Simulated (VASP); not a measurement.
Set up this calculation in VASP 6.6.1, as the native input.

* Task: relaxation of cell and atoms
* Functional: LDA
* Potentials or basis: VASP PAW LDA potentials, release 64 (Pb_d)
* Cutoff: 600 eV
* k mesh: 7 × 7 × 7
* Occupations: fermi-dirac, width 0.05 eV
* Spin: no spin polarisation
* Target pressure: 5 GPa
* Dipole correction: no
* Further INCAR settings: ALGO = Normal; EDIFF = 1e-06; IBRION = 2; EDIFFG = -0.005; NSW = 80; ISIF = 3

The structure of Pb lies in POSCAR:

```
Pb
1.0
    0.0000000000      3.4390000555      3.4390000555
    3.4390000555      0.0000000000      3.4390000555
    3.4390000555      3.4390000555      0.0000000000
Pb
2
Direct
    0.2500000000      0.2500000000      0.2500000000
    0.0000000000      0.0000000000      0.0000000000
```

This isn't the form of Pb at room conditions, which is fcc.

The input as run:

INCAR

```
PREC = Accurate
ENCUT = 600
EDIFF = 1E-6
ISMEAR = -1
SIGMA = 0.05
LREAL = False
LASPH = True
NELM = 100
ALGO = Normal
ISIF = 3
LWAVE = False
LCHARG = False
GGA = CA
IBRION = 2
NSW = 80
EDIFFG = -0.005
PSTRESS = 50.0
```

KPOINTS

```
Automatic mesh
0
Gamma
  7 7 7
```

Potentials or basis: VASP PAW LDA potentials, release 64 (Pb_d).

The run is started by

```sh
$ cat potpaw_LDA.64/Pb_d/POTCAR > POTCAR
$ mpirun -np 1 vasp_std > vasp.out
```

It gave:

| Item | Value |
| --- | --- |
| Relaxed volume | 35.63 Å³/atom |
| Relaxed cell | a = 4.654 Å, b = 4.654 Å, c = 4.654 Å, α = 60.00°, β = 60.00°, γ = 60.00° |
| Space group after relaxing (to 0.1 Å) | Fd-3m (No. 227) |
| Energy change on relaxing (the run minimises the enthalpy) | +58.4 meV/atom |
| Ionic steps | 7 |
| Pressure after relaxing | 5.0 GPa |
| Band gap on the k mesh | zero (bands 14 and 15 overlap by 1.34 eV) |

Caveat: the cell is relaxed towards a set pressure, so the run minimises the enthalpy, not the energy; spin-orbit coupling is left out, which moves the levels of the heavy elements.

Run time: 3.3 min on 1 thread of Intel Xeon 8259CL (shared host), peak memory 0.21 GiB.
